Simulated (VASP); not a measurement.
Set up this calculation in VASP 6.6.1, as the native input.

| Item | Value |
| --- | --- |
| Task | single point |
| Functional | PBEsol |
| Potentials or basis | VASP PAW PBE potentials, release 64 (Ti_sv, Li_sv) |
| Cutoff | 520 eV |
| k mesh | 3 × 2 × 4 |
| Occupations | gaussian, width 0.05 eV |
| Spin | no spin polarisation |
| Dipole correction | no |
| Further INCAR settings | ALGO = Normal; EDIFF = 1e-06; NBANDS = 86 |

The structure of LiTi12 (a cell with a defect) lies in POSCAR:

```
LiTi12
1.0
    5.9000000000      0.0000000000      0.0000000000
   -4.4250000000      7.6643250000      0.0000000000
    0.0000000000      0.0000000000      4.6846000000
Ti Li
12 1
Direct
    0.0037409504      0.0149520016     -0.0251182598
    0.1559414751      0.2165436617      0.4855953550
    0.0110080946      0.3394973465     -0.0249176024
    0.1741018198      0.5657228784      0.4398298681
    0.0111799694      0.6560740835     -0.0585245272
    0.2256819791      0.9212991359      0.5550821842
    0.4981525773     -0.0018871851      0.0556811681
    0.6759970352      0.2294414707      0.5291871238
    0.4942679847      0.3229234147      0.0225171840
    0.6264904572      0.5047651293      0.5327408957
    0.4773302041      0.6566145094     -0.0594671904
    0.6449252831      0.9164689650      0.5523728814
    0.8273966940      0.7687266654      0.3436763011
```

The input as run:

INCAR

```
SYSTEM = LiTi12
ALGO = Normal
EDIFF = 1E-6
ENCUT = 520
GGA = PS
ISIF = 2
ISMEAR = 0
LASPH = .True.
LCHARG = .False.
LREAL = .False.
LWAVE = .False.
NBANDS = 86
NELM = 60
PREC = Accurate
SIGMA = 0.05
```

KPOINTS

```
k-points
0
Gamma
  3 2 4
  0 0 0
```

Potentials or basis: VASP PAW PBE potentials, release 64 (Ti_sv, Li_sv).

Launch:

```bash
$ cat potpaw_PBE.64/Ti_sv/POTCAR potpaw_PBE.64/Li_sv/POTCAR > POTCAR
$ mpirun -np 1 vasp_std > vasp.out
```

Results of the run:

```
Largest force          : 0.100 eV/Å
Band gap on the k mesh : zero (an odd number of electrons rules out a gap without spin polarisation)
```

Caveat: the k points lie up to 0.41 Å⁻¹ apart, too coarse for converged energies and pressures of a metal; the PAW data sets were made with another functional, which shifts forces and pressure a little.

It took 8.2 min on 1 thread of Intel(R) Xeon(R) Platinum 8488C (Sapphire Rapids) (shared host), peak memory 0.42 GiB.
